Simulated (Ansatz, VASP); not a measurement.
**Cd: VASP beside Ansatz**

Contents of INCAR:

```
PREC = Accurate ; ENCUT = 520
EDIFF = 1E-6 ; ISMEAR = -1
SIGMA = 0.1 ; LREAL = False
LASPH = True ; NELM = 100
ALGO = Normal ; ISIF = 2
LWAVE = False ; LCHARG = False
GGA = RE ; NBANDS = 32
```

The input KPOINTS:

```
regular mesh
0
Gamma
  13 13 4
```

POSCAR

```
Cd
1.0
    3.0962351694      0.0000000000      0.0000000000
   -1.5481175847      2.6814183128      0.0000000000
    0.0000000000      0.0000000000     10.1315143882
Cd
4
Direct
    0.0000000000      1.0000000000      0.0000000000
    0.0000000000      0.0000000000      0.5000000000
    0.3333333333      0.6666666667      0.2500000000
    0.6666666667      0.3333333333      0.7500000000
```

Input for Ansatz:

```yaml
crystal:
  lattice:
    - [3.0962351694, 0.0, 0.0]
    - [-1.5481175847, 2.6814183128, 0.0]
    - [0.0, 0.0, 10.1315143882]
  atoms:
    - { symbol: Cd, position: [0.0, 1.0, 0.0] }
    - { symbol: Cd, position: [0.0, 0.0, 0.5] }
    - { symbol: Cd, position: [0.3333333333, 0.6666666667, 0.25] }
    - { symbol: Cd, position: [0.6666666667, 0.3333333333, 0.75] }
hamiltonian:
  xc: revpbe
  pseudopotentials:
    kind: paw
    azcp:
      Cd: "pseudopotentials/Cd.paw.azcp"
basis:
  ecutwfc: 420
  fft_grid_basis: typed
kpoints:
  mp_grid: { grid: [13, 13, 4], shift: [0, 0, 0] }
magnetization:
  spin_polarized: false
scf:
  occupations: { method: fermi_dirac, width: 0.1 }
  lower_state_search: "off"
output:
  stress: true
```

Alike in both runs: task single point; functional revPBE; k mesh 13 × 13 × 4; occupations fermi-dirac, width 0.1 eV; no spin polarisation.

|  | VASP | Ansatz |
| --- | --- | --- |
| version | VASP 6.6.1 | Ansatz 0.2.0 |
| potentials or method | VASP PAW PBE potentials, release 64 (Cd), cutoff 520 eV | plane waves (420 eV) with PAW, scalar-relativistic |
| valence electrons in the cell | 48 | 80 |

|  | VASP | Ansatz | Ansatz less VASP |
| --- | --- | --- | --- |
| pressure (GPa) | 6.6 | 6.3 | -0.35 |
| traceless stress, the component that is largest in VASP (GPa) | 0.56 | 0.55 | -0.003 |

VASP's potentials were made for PBE, not for revPBE. VASP's potentials hold 48 valence electrons a cell and Ansatz's 80, so a difference there can come from the potentials and not from the codes.
